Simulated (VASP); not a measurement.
# GaSb3 (Fm-3m) in VASP: further runs

The runs below take GaSb3 through single point, relaxation of cell and atoms, with PBEsol+D3(BJ).

All numbers are computed with VASP 6.6.1; they aren't measurements. Logs are shortened: lines on timing, memory, paths and dates and some standing lists are left out, and cuts for length are marked.

### Step 1. The cell of the first run

The structure is cubic, space group Fm-3m (No. 225). The conventional cell has a = 7.171 Å, b = 7.171 Å, c = 7.171 Å, α = 90.00°, β = 90.00°, γ = 90.00°. Within 4.1 Å of Ga (site symmetry m-3m) lie 14 Sb at 3.11 to 3.59 Å. Within 4.1 Å of Sb (site symmetry -43m) lie 4 Ga at 3.11 Å and 10 Sb at 3.11 to 3.59 Å. Within 4.1 Å of Sb (site symmetry m-3m) lie 8 Sb at 3.11 Å and 6 Ga at 3.59 Å.

### Step 2. Single point, PBEsol+D3(BJ)

The input, INCAR:

```
ALGO = Normal
EDIFF = 1E-7
ENCUT = 520
GGA = PS
ISIF = 2
ISMEAR = 0
IVDW = 12
LASPH = True
LCHARG = False
LREAL = False
LWAVE = False
NBANDS = 22
NELM = 100
PREC = Accurate
SIGMA = 0.15
```

The input, KPOINTS:

```
k-points
0
Gamma
  14 14 14
```

The input, POSCAR:

```
GaSb3
1.0
    0.0000000000      3.5855047185      3.5855047185
    3.5855047185      0.0000000000      3.5855047185
    3.5855047185      3.5855047185      0.0000000000
Ga Sb
1 3
Direct
    0.0000000000      0.0000000000      0.0000000000
    0.2500000000      0.2500000000      0.2500000000
    0.7500000000      0.7500000000      0.7500000000
    0.5000000000      0.5000000000      0.5000000000
```

Potentials or basis: VASP PAW PBE potentials, release 64 (Ga_d, Sb).

The run is started by

```bash
$ cat potpaw_PBE.64/Ga_d/POTCAR potpaw_PBE.64/Sb/POTCAR > POTCAR
$ mpirun -np 1 vasp_std > vasp.out
```

OUTCAR:

```text
EDIFF = 1E-7
   ENCUT = 520
   GGA = PS
   ISIF = 2
   ISMEAR = 0
   IVDW = 12
   LASPH = True
   LREAL = False
   NELM = 100
   PREC = Accurate
 IVDW          = 12

 ion  position               nearest neighbor table
   1  0.000  0.000  0.000-   3 3.11   3 3.11   3 3.11   2 3.11   2 3.11   2 3.11   3 3.11   2 3.11

   2  0.250  0.250  0.250-   1 3.11   1 3.11   1 3.11   4 3.11   4 3.11   4 3.11   4 3.11   1 3.11
                             3 3.59   3 3.59   3 3.59   3 3.59   3 3.59   3 3.59
   3  0.750  0.750  0.750-   4 3.11   4 3.11   4 3.11   1 3.11   1 3.11   1 3.11   4 3.11   1 3.11
                             2 3.59   2 3.59   2 3.59   2 3.59   2 3.59   2 3.59
   4  0.500  0.500  0.500-   2 3.11   2 3.11   2 3.11   3 3.11   3 3.11   3 3.11   3 3.11   2 3.11

  LATTYP: Found a face centered cubic cell.
 ALAT       =     7.1710094370

  Lattice vectors:

 A1 = (   0.0000000000,   3.5855047185,   3.5855047185)
 A2 = (   3.5855047185,   0.0000000000,   3.5855047185)
 A3 = (   3.5855047185,   3.5855047185,   0.0000000000)

Analysis of symmetry for initial positions (statically):
=====================================================================
 Subroutine PRICEL returns:
 Original cell was already a primitive cell.

 Routine SETGRP: Setting up the symmetry group for a
 face centered cubic supercell.

 Subroutine GETGRP returns: Found 48 space group operations
 (whereof 48 operations were pure point group operations)
 out of a pool of 48 trial point group operations.

The static configuration has the point symmetry O_h .

Analysis of symmetry for dynamics (positions and initial velocities):
=====================================================================
 Subroutine PRICEL returns:
 Original cell was already a primitive cell.

 Routine SETGRP: Setting up the symmetry group for a
 face centered cubic supercell.

 Subroutine GETGRP returns: Found 48 space group operations
 (whereof 48 operations were pure point group operations)
 out of a pool of 48 trial point group operations.

The dynamic configuration has the point symmetry O_h .

 Subroutine INISYM returns: Found 48 space group operations
 (whereof 48 operations are pure point group operations),
 and found     1 'primitive' translations

----------------------------------------------------------------------------------------

                                     Primitive cell

  volume of cell :      92.1894

  direct lattice vectors                    reciprocal lattice vectors
     0.000000000  3.585504719  3.585504719    -0.139450381  0.139450381  0.139450381
     3.585504719  0.000000000  3.585504719     0.139450381 -0.139450381  0.139450381
     3.585504719  3.585504719  0.000000000     0.139450381  0.139450381 -0.139450381

  length of vectors
     5.070669401  5.070669401  5.070669401     0.241535145  0.241535145  0.241535145

  position of ions in fractional coordinates (direct lattice)
     0.000000000  0.000000000  0.000000000
     0.250000000  0.250000000  0.250000000
     0.750000000  0.750000000  0.750000000
     0.500000000  0.500000000  0.500000000

  ion indices of the primitive-cell ions
   primitive index   ion index
                 1           1
                 2           2
                 3           3
                 4           4

----------------------------------------------------------------------------------------

 KPOINTS: k-points

Automatic generation of k-mesh.
 Grid dimensions read from file:
 generate k-points for:   14   14   14

 Generating k-lattice:

  Cartesian coordinates                     Fractional coordinates (reciprocal lattice)
    -0.009960742  0.009960742  0.009960742     0.071428571  0.000000000  0.000000000
     0.009960742 -0.009960742  0.009960742     0.000000000  0.071428571  0.000000000
     0.009960742  0.009960742 -0.009960742     0.000000000  0.000000000  0.071428571

  Length of vectors
     0.017252510  0.017252510  0.017252510

  Shift w.r.t. Gamma in fractional coordinates (k-lattice)
     0.000000000  0.000000000  0.000000000

 Subroutine IBZKPT returns following result:
 ===========================================

 Found    104 irreducible k-points:

 Following reciprocal coordinates:
            Coordinates               Weight
  0.000000  0.000000  0.000000      1.000000
  0.071429  0.000000  0.000000      8.000000
  0.142857  0.000000  0.000000      8.000000
  0.214286  0.000000  0.000000      8.000000
  0.285714  0.000000  0.000000      8.000000
  0.357143  0.000000  0.000000      8.000000
[... 16 lines left out ...]
  0.214286  0.142857  0.000000     24.000000
  0.285714  0.142857  0.000000     24.000000
 [... further k-points ...]
   k-points           NKPTS =    104   k-points in BZ     NKDIM =    104   number of bands    NBANDS=     22
   number of dos      NEDOS =    301   number of ions     NIONS =      4
   total plane-waves  NPLWV =  64000
   dimension x,y,z NGX =    40 NGY =   40 NGZ =   40
   dimension x,y,z NGXF=    80 NGYF=   80 NGZF=   80
   ions per type =               1   3
   NGX,Y,Z   is equivalent  to a cutoff of  13.11, 13.11, 13.11 a.u.
   NGXF,Y,Z  is equivalent  to a cutoff of  26.23, 26.23, 26.23 a.u.
 SYSTEM =  unknown system
   PREC   = accura    normal or accurate (medium, high low for compatibility)
   ISTART =      0    job   : 0-new  1-cont  2-samecut
   ICHARG =      2    charge: 1-file 2-atom 10-const
   ISPIN  =      1    spin polarized calculation?
   LNONCOLLINEAR =      F non collinear calculations
   LSORBIT =      F    spin-orbit coupling
   LASPH  =      T    aspherical Exc in radial PAW
   ENCUT  =  520.0 eV  38.22 Ry    6.18 a.u.   9.43  9.43  9.43*2*pi/ulx,y,z
   NELM   =    100;   NELMIN=  2; NELMDL= -5     # of ELM steps
   EDIFF  = 0.1E-06   stopping-criterion for ELM
   LREAL  =      F    real-space projection
   EDIFFG = 0.1E-05   stopping-criterion for IOM
   NSW    =      0    number of steps for IOM
   IBRION =     -1    ionic relax: 0-MD 1-quasi-New 2-CG
   NFREE  =      0    steps in history (QN), initial steepest desc. (CG)
   ISIF   =      2    stress and relaxation
   ISYM   =      2    0-nonsym 1-usesym 2-fastsym
   POTIM  = 0.5000    time-step for ionic-motion
   TEBEG  =    0.0;   TEEND  =   0.0 temperature during run
   PSTRESS=    0.0 pullay stress
   NELECT =      28.0000    total number of electrons
   NUPDOWN=      -1.0000    fix difference up-down
   EMIN   =  10.00;   EMAX   =-10.00  energy-range for DOS
   EFERMI =   0.00;   METHOD = LEGACY
   ISMEAR =     0;   SIGMA  =   0.15  broadening in eV -4-tet -1-fermi 0-gaus
   EFERMI_NEDOS =   21; number of points for ismear=-14 and -15
   IALGO  =     38    algorithm
   IMIX   =      4    mixing-type and parameters
     AMIX     =   0.40;   BMIX     =  1.00
     AMIX_MAG =   1.60;   BMIX_MAG =  1.00
  volume/ion in A,a.u.               =      23.05       155.53
  Fermi-wavevector in a.u.,A,eV,Ry     =   1.100442  2.079534 16.476286  1.210973
  Thomas-Fermi vector in A             =   2.236853
   LORBIT       =      0    0 simple, 1 ext, 2 COOP (PROOUT), +10 PAW based schemes
   GGA     = PS    functional components
   LHFCALC =     F    Hartree Fock is set to
   AEXX    =    0.0000 exact exchange contribution
   IVDW    =    12    specifies the selected vdW correction
   LEPSILON=     F    determine dielectric tensor
   LRPA    =     F    only Hartree local field effects (RPA)
 non-spin polarized calculation
 Gauss-broadening in eV      SIGMA  =   0.15
  energy-cutoff  :      520.00
  volume of cell :       92.19
 maximum number of plane-waves:      2511
 NGX is ok and might be reduce to    40
   NGX = 19   NGY = 19   NGZ = 19

 number of electron      27.9999998 magnetization

 Free energy of the ion-electron system (eV)
  ---------------------------------------------------
  ext. energy  EPLUGINS =         0.00000000
  ---------------------------------------------------
  free energy    TOTEN  =       -16.32392235 eV

  energy without entropy =      -16.30340508  energy(sigma->0) =      -16.31366371

 E-fermi :   8.7771     XC(G=0): -10.8319

 val. band max:        8.7582391114   @ k =  -0.1429   0.1429   0.0000
 cond. band min:       8.7784079892   @ k =   0.4286   0.2857   0.0714
 fundamental gap:      0.0201688778
 Fermi energy:         8.7770967298

 k-point     1 :       0.0000    0.0000    0.0000
  band No.  band energies     occupation
      1      -5.9815      2.00000
      2      -5.9815      2.00000
      3      -5.9815      2.00000
      4      -5.9617      2.00000
      5      -5.9617      2.00000
      6      -4.5872      2.00000
[... 14 lines left out ...]
     21      16.5579      0.00000
     22      16.5579      0.00000

 k-point     2 :       0.0714    0.0000    0.0000
  band No.  band energies     occupation
      1      -5.9820      2.00000
      2      -5.9813      2.00000
      3      -5.9813      2.00000
      4      -5.9617      2.00000
      5      -5.9617      2.00000
      6      -4.5431      2.00000
[... 14 lines left out ...]
     21      16.1092      0.00000
     22      16.4435      0.00000

 k-point     3 :       0.1429    0.0000    0.0000
  band No.  band energies     occupation
      1      -5.9833      2.00000
      2      -5.9807      2.00000
      3      -5.9807      2.00000
      4      -5.9619      2.00000
      5      -5.9619      2.00000
      6      -4.4108      2.00000
[... 14 lines left out ...]
     21      15.0829      0.00000
     22      16.0557      0.00000

 k-point     4 :       0.2143    0.0000    0.0000
  band No.  band energies     occupation
      1      -5.9854      2.00000
      2      -5.9799      2.00000
      3      -5.9799      2.00000
      4      -5.9622      2.00000
      5      -5.9622      2.00000
      6      -4.1915      2.00000
[... 14 lines left out ...]
     21      13.8758      0.00000
     22      15.3653      0.00000

 k-point     5 :       0.2857    0.0000    0.0000
  band No.  band energies     occupation
      1      -5.9879      2.00000
      2      -5.9792      2.00000
      3      -5.9792      2.00000
      4      -5.9624      2.00000
      5      -5.9624      2.00000
      6      -3.8880      2.00000
[... 14 lines left out ...]
     21      14.3520      0.00000
     22      14.6083      0.00000

 k-point     6 :       0.3571    0.0000    0.0000
  band No.  band energies     occupation
      1      -5.9903      2.00000
      2      -5.9785      2.00000
      3      -5.9785      2.00000
      4      -5.9625      2.00000
      5      -5.9625      2.00000
      6      -3.5091      2.00000
[... 14 lines left out ...]
     21      13.4577      0.00000
     22      15.5747      0.00000

 k-point     7 :       0.4286    0.0000    0.0000
  band No.  band energies     occupation
      1      -5.9921      2.00000
      2      -5.9781      2.00000
      3      -5.9781      2.00000
      4      -5.9625      2.00000
      5      -5.9625      2.00000
      6      -3.0875      2.00000
[... 324 lines left out ...]
      6      -4.3081      2.00000
[... 14 lines left out ...]
     21      14.4347      0.00000
     22      15.5392      0.00000

 k-point    21 :      -0.0714    0.0714    0.0000
  band No.  band energies     occupation
      1      -5.9827      2.00000
      2      -5.9810      2.00000
      3      -5.9809      2.00000
      4      -5.9620      2.00000
      5      -5.9617      2.00000
      6      -4.4695      2.00000
[... 14 lines left out ...]
     21      15.5238      0.00000
     22      16.0622      0.00000

 k-point    22 :       0.1429    0.1429    0.0000
  band No.  band energies     occupation
      1      -5.9844      2.00000
      2      -5.9801      2.00000
      3      -5.9801      2.00000
      4      -5.9630      2.00000
      5      -5.9614      2.00000
      6      -4.3519      2.00000
[... 14 lines left out ...]
     21      15.3623      0.00000
     22      15.5531      0.00000

 k-point    23 :       0.2143    0.1429    0.0000
  band No.  band energies     occupation
      1      -5.9858      2.00000
      2      -5.9795      2.00000
      3      -5.9793      2.00000
      4      -5.9637      2.00000
      5      -5.9613      2.00000
      6      -4.1906      2.00000
[... 14 lines left out ...]
     21      14.5497      0.00000
     22      14.9816      0.00000

 k-point    24 :       0.2857    0.1429    0.0000
  band No.  band energies     occupation
      1      -5.9874      2.00000
      2      -5.9793      2.00000
      3      -5.9785      2.00000
      4      -5.9643      2.00000
      5      -5.9614      2.00000
      6      -3.9431      2.00000
[... 14 lines left out ...]
     21      14.1746      0.00000
     22      15.3037      0.00000

 [... further k-points ...]

------------------------ aborting loop because EDIFF is reached ----------------------------------------

 Edisp (eV)   -1.97335

 E8    (eV) :    -1.3574

  FORCE on cell =-STRESS in cart. coord.  units (eV):
  Direction    XX          YY          ZZ          XY          YZ          ZX
  --------------------------------------------------------------------------------------
  -------------------------------------------------------------------------------------
  Total       0.27818     0.27818     0.27818     0.00000     0.00000     0.00000
  in kB       4.83449     4.83449     4.83449     0.00000     0.00000     0.00000
  external pressure =        4.83 kB  Pullay stress =        0.00 kB

 VOLUME and BASIS-vectors are now :
 -----------------------------------------------------------------------------
  energy-cutoff  :      520.00
  volume of cell :       92.19
      direct lattice vectors                 reciprocal lattice vectors
     0.000000000  3.585504719  3.585504719    -0.139450381  0.139450381  0.139450381
     3.585504719  0.000000000  3.585504719     0.139450381 -0.139450381  0.139450381
     3.585504719  3.585504719  0.000000000     0.139450381  0.139450381 -0.139450381

 POSITION                                       TOTAL-FORCE (eV/Angst)
 -----------------------------------------------------------------------------------
      0.00000      0.00000      0.00000        -0.000000     -0.000000      0.000000
      1.79275      1.79275      1.79275        -0.000000     -0.000000     -0.000000
      5.37826      5.37826      5.37826         0.000000      0.000000      0.000000
      3.58550      3.58550      3.58550         0.000000     -0.000000      0.000000
 -----------------------------------------------------------------------------------
    total drift:                               -0.000000      0.000000      0.000000

  FREE ENERGIE OF THE ION-ELECTRON SYSTEM (eV)
  ---------------------------------------------------
  free  energy   TOTEN  =       -18.2972682912 eV

  energy  without entropy=      -18.2767510228  energy(sigma->0) =      -18.28700966
```

It took 1.8 min on 1 thread of Intel Xeon Platinum 8559C (Emerald Rapids), shared host; peak memory 0.38 GiB.

Results:

```
Free energy                : -18.2973 eV
Pressure                   : 0.5 GPa
Band gap on the k mesh     : zero (band 14 reaches 10.38 eV, above the bottom of band 15 at 6.17 eV)
Dispersion energy per atom : -0.493 eV
```

Caveat: the PAW data sets were made with another functional, which shifts forces and pressure a little; spin-orbit coupling is left out, which moves the levels of the heavy elements; pairwise dispersion overbinds metals, which lowers pressure and volume.

### Step 3. Relaxation of cell and atoms, PBEsol+D3(BJ)

The input, INCAR:

```
SYSTEM = GaSb3
  PREC = Accurate
  ENCUT = 600
  EDIFF = 1E-6
  ISMEAR = 0
  SIGMA = 0.1
  LREAL = .FALSE.
  LASPH = .TRUE.
  NELM = 60
  ALGO = Normal
  ISIF = 3
  LWAVE = .FALSE.
  LCHARG = .FALSE.
  GGA = PS
  IVDW = 12
  IBRION = 2
  NSW = 100
  EDIFFG = -0.005
```

The input, KPOINTS:

```
regular mesh
0
G
  10 10 10
  0 0 0
```

POSCAR is that of step 2.

Potentials or basis: VASP PAW PBE potentials, release 64 (Ga_d, Sb).

The run is started by

```bash
$ cat potpaw_PBE.64/Ga_d/POTCAR potpaw_PBE.64/Sb/POTCAR > POTCAR
$ mpirun -np 1 vasp_std > vasp.out
```

Wall time 3.8 min (1 thread of Intel Xeon 8259CL, shared host); peak memory 0.33 GiB.

Results (log left out):

* Free energy: -18.3214 eV
* Relaxed volume: 23.09 Å³/atom
* Relaxed cell: a = 5.074 Å, b = 5.074 Å, c = 5.074 Å, α = 60.00°, β = 60.00°, γ = 60.00°
* Space group after relaxing (to 0.05 Å): Fm-3m (No. 225)
* Energy gained by relaxing: 0.0 meV/atom
* Ionic steps: 2
* Pressure after relaxing: 0.0 GPa
* Dispersion energy per atom: -0.492 eV

Final structure:
```
Ga Sb
1.0
     0.00000    3.58769    3.58769
     3.58769    0.00000    3.58769
     3.58769    3.58769    0.00000
Ga Sb
1 3
Direct
  0.00000 0.00000 0.00000
  0.25000 0.25000 0.25000
  0.75000 0.75000 0.75000
  0.50000 0.50000 0.50000
```

Levels at points of the mesh, in eV from the Fermi level:
| k point | band 12 | band 13 | band 14 | band 15 | band 16 | band 17 |
| --- | --- | --- | --- | --- | --- | --- |
| (0.00, 0.00, 0.00) | -2.67 | -2.67 | -2.67 | -2.58 | -0.85 | -0.85 |
| (0.50, 0.00, 0.00) | -2.98 | -2.98 | -0.05 | 0.28 | 2.29 | 2.29 |
| (0.50, 0.50, 0.00) | 1.13 | 1.28 | 1.28 | 1.51 | 2.14 | 2.14 |

Caveat: the bands computed are all filled at some k points, so no gap is given; the PAW data sets were made with another functional, which shifts forces and pressure a little; spin-orbit coupling is left out, which moves the levels of the heavy elements.
